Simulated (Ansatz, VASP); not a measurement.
**Mo in VASP and in Ansatz**

Contents of INCAR:

```
SYSTEM = Mo
  PREC = Accurate
  ENCUT = 600
  EDIFF = 1E-6
  ISMEAR = -1
  SIGMA = 0.15
  LREAL = .False.
  LASPH = .True.
  NELM = 80
  ALGO = Normal
  ISIF = 3
  LWAVE = .False.
  LCHARG = .False.
  IBRION = 2
  NSW = 80
  EDIFFG = -0.001
```

The input KPOINTS:

```
regular mesh
0
Gamma
  20 20 20
  0 0 0
```

File POSCAR:

```
Mo
1.0
   -1.5555908436      1.5555908436      1.5555908436
    1.5555908436     -1.5555908436      1.5555908436
    1.5555908436      1.5555908436     -1.5555908436
Mo
1
Direct
    0.0000000000      0.0000000000      0.0000000000
```

Input for Ansatz:

```yaml
crystal:
  lattice:
    - [-1.5555908436, 1.5555908436, 1.5555908436]
    - [1.5555908436, -1.5555908436, 1.5555908436]
    - [1.5555908436, 1.5555908436, -1.5555908436]
  atoms:
    - { symbol: Mo, position: [0.0, 0.0, 0.0] }
basis:
  ecutwfc: 420
kpoints:
  mp_grid: { grid: [20, 20, 20] }
hamiltonian:
  xc: lda
scf:
  occupations: { method: fermi_dirac, width: 0.15 }
output:
  forces: true
  stress: true
  eigenvalues: true
  write_density: true
  write_potential: true
  elf: true
  volumetric_format: npy
relax:
  adjacent_minimum: "off"
  f_tol: 0.001
  max_steps: 60
  cell: { stress_tol: 0.01 }
```

Alike in both runs: task relaxation of cell and atoms; functional LDA; k mesh 20 × 20 × 20; occupations fermi-dirac, width 0.15 eV; no spin polarisation.

|  | VASP | Ansatz |
| --- | --- | --- |
| version | VASP 6.6.1 | Ansatz 0.2.0 |
| potentials or method | VASP PAW LDA potentials, release 64 (Mo_sv), cutoff 600 eV | scalar-relativistic, plane waves, PAW |
| valence electrons in the cell | 14 | 14 |

Ansatz gave:

- gap on the k mesh at the Fermi level, each at its own relaxed structure (eV): none
- relaxed volume (Å³/atom): 15.07
- relaxed length of the cell vector where the two differ most in proportion (Å): 2.695

Question: Estimate VASP's values.

Answer: gap on the k mesh at the Fermi level, each at its own relaxed structure (eV): none; relaxed volume (Å³/atom): 15.13; relaxed length of the cell vector where the two differ most in proportion (Å): 2.699.

LDA's correlation is that of Perdew and Zunger in VASP and of Perdew and Wang (1992) in Ansatz. A gap of «none» marks a metal or a gap that the smearing closes.
